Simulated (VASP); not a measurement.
# Sb (Pm-3m) in VASP: notebook, part 3 of 3

VASP 6.6.1. The steps go on from the part before.

### 6 Electric field gradients, PBEsol (32.19 Å³/atom)

This run uses another cell than the first one, of 32.19 Å³/atom.

INCAR

```
SYSTEM = Sb
PREC = Accurate ; ENCUT = 520
EDIFF = 1E-8 ; ISMEAR = -1
SIGMA = 0.05 ; LREAL = .False.
LASPH = .True. ; NELM = 100
ALGO = Normal ; ISIF = 2
LWAVE = .False. ; LCHARG = .False.
GGA = PS ; LEFG = .True.
NBANDS = 8
```

KPOINTS

```
regular mesh
0
Gamma
  13 13 13
  0 0 0
```

POSCAR

```
Sb
1.0
    3.1809277622      0.0000000000      0.0000000000
    0.0000000000      3.1809277622      0.0000000000
    0.0000000000      0.0000000000      3.1809277622
Sb
1
Direct
    0.0000000000      0.0000000000      0.0000000000
```

Potentials or basis: VASP PAW PBE potentials, release 64 (Sb).

Started as:

```bash
$ cat potpaw_PBE.64/Sb/POTCAR > POTCAR
$ mpirun -np 1 vasp_std > vasp.out
```

OUTCAR:

```text
SYSTEM = Sb
   PREC = Accurate
   ENCUT = 520
   EDIFF = 1E-8
   ISMEAR = -1
   LREAL = .False.
   LASPH = .True.
   NELM = 100
   ISIF = 2
   GGA = PS

 ion  position               nearest neighbor table
   1  0.000  0.000  0.000-

  LATTYP: Found a simple cubic cell.
 ALAT       =     3.1809277622

  Lattice vectors:

 A1 = (   3.1809277622,   0.0000000000,   0.0000000000)
 A2 = (   0.0000000000,   3.1809277622,   0.0000000000)
 A3 = (   0.0000000000,   0.0000000000,   3.1809277622)

Analysis of symmetry for initial positions (statically):
=====================================================================
 Subroutine PRICEL returns:
 Original cell was already a primitive cell.

 Routine SETGRP: Setting up the symmetry group for a
 simple cubic supercell.

 Subroutine GETGRP returns: Found 48 space group operations
 (whereof 48 operations were pure point group operations)
 out of a pool of 48 trial point group operations.

[... 442 lines left out ...]

 VOLUME and BASIS-vectors are now :
 -----------------------------------------------------------------------------
  energy-cutoff  :      520.00
  volume of cell :       32.19
      direct lattice vectors                 reciprocal lattice vectors
     3.180927762  0.000000000  0.000000000     0.314373691  0.000000000  0.000000000
     0.000000000  3.180927762  0.000000000     0.000000000  0.314373691  0.000000000
     0.000000000  0.000000000  3.180927762     0.000000000  0.000000000  0.314373691

 POSITION                                       TOTAL-FORCE (eV/Angst)
 -----------------------------------------------------------------------------------
      0.00000      0.00000      0.00000         0.000000      0.000000      0.000000
 -----------------------------------------------------------------------------------
    total drift:                                0.000000      0.000000      0.000000

  FREE ENERGIE OF THE ION-ELECTRON SYSTEM (eV)
  ---------------------------------------------------
  free  energy   TOTEN  =        -4.4809199416 eV

  energy  without entropy=       -4.4778585940  energy(sigma->0) =       -4.47938927

 Electric field gradients (V/A^2)
---------------------------------------------------------------------
 ion       V_xx      V_yy      V_zz      V_xy      V_xz      V_yz
---------------------------------------------------------------------
   1       0.000    -0.000    -0.000    -0.000     0.000    -0.000
---------------------------------------------------------------------

 Electric field gradients after diagonalization (V/A^2)
 (convention: |V_zz| > |V_xx| > |V_yy|)
----------------------------------------------------------------------
 ion       V_xx      V_yy      V_zz     asymmetry (V_yy - V_xx)/ V_zz
----------------------------------------------------------------------
   1      -0.000     0.000    -0.000      -0.500
----------------------------------------------------------------------

           NMR quadrupolar parameters

 Cq : quadrupolar parameter    Cq=e*Q*V_zz/h
 eta: asymmetry parameters     (V_yy - V_xx)/ V_zz
 Q  : nuclear electric quadrupole moment in mb (millibarn)
----------------------------------------------------------------------
 ion       Cq(MHz)       eta       Q (mb)
----------------------------------------------------------------------
   1      -0.000      -0.500       1.000
----------------------------------------------------------------------
```

stdout:

```text
POSCAR found type information on POSCAR Sb
 POSCAR found :  1 types and       1 ions
 scaLAPACK will be used
 -----------------------------------------------------------------------------
|                                                                             |
|                                                                             |
|     You enforced a specific xc type in the INCAR file but a different       |
|     I HOPE YOU KNOW WHAT YOU ARE DOING!                                     |
|                                                                             |
 -----------------------------------------------------------------------------

 LDA part: xc-table for (Slater+PW92), standard interpolation
 POSCAR, INCAR and KPOINTS ok, starting setup
 FFT: planning ... GRIDC
 FFT: planning ... GRID_SOFT
 FFT: planning ... GRID
 WAVECAR not read
 entering main loop
ion   1
```

Run time: 4.8 s. Hardware: 1 thread of Intel Xeon 6975P-C (Granite Rapids), shared host; peak memory 0.14 GiB.

What came out:

```
Free energy                             : -4.4809 eV
Pressure                                : -5.6 GPa
Band gap on the k mesh                  : zero (an odd number of electrons rules out a gap without spin polarisation)
Largest electric field gradient by atom : zero within the noise of the run
```

Levels at points of the mesh, in eV from the Fermi level:
```csv
k point,band 1,band 2,band 3,band 4,band 5
"(0.00, 0.00, 0.00)",-11.88,3.03,3.03,3.03,6.83
```

Caveat: the cell stands under tension; the PAW data sets were made with another functional, which shifts forces and pressure a little; spin-orbit coupling is left out, which moves the levels of the heavy elements.

### 7 Overview

```csv
cell,gap on the mesh (eV),pressure (GPa)
"a = 3.117 Å, 1 atom",none,-3.0
"a = 3.149 Å, 1 atom",none,-4.5
"a = 3.181 Å, 1 atom",none,-5.6
```

Alike in all rows: task electric field gradients; level PBEsol; potentials or basis VASP PAW PBE potentials, release 64 (Sb); no spin polarisation; k mesh 13 × 13 × 13; cutoff (eV) 520; smearing fermi-dirac 0.05 eV.

Caveats: the cell stands under tension; the PAW data sets were made with another functional, which shifts forces and pressure a little; spin-orbit coupling is left out, which moves the levels of the heavy elements.

Absolute energies hang on the potentials; compare differences alone.
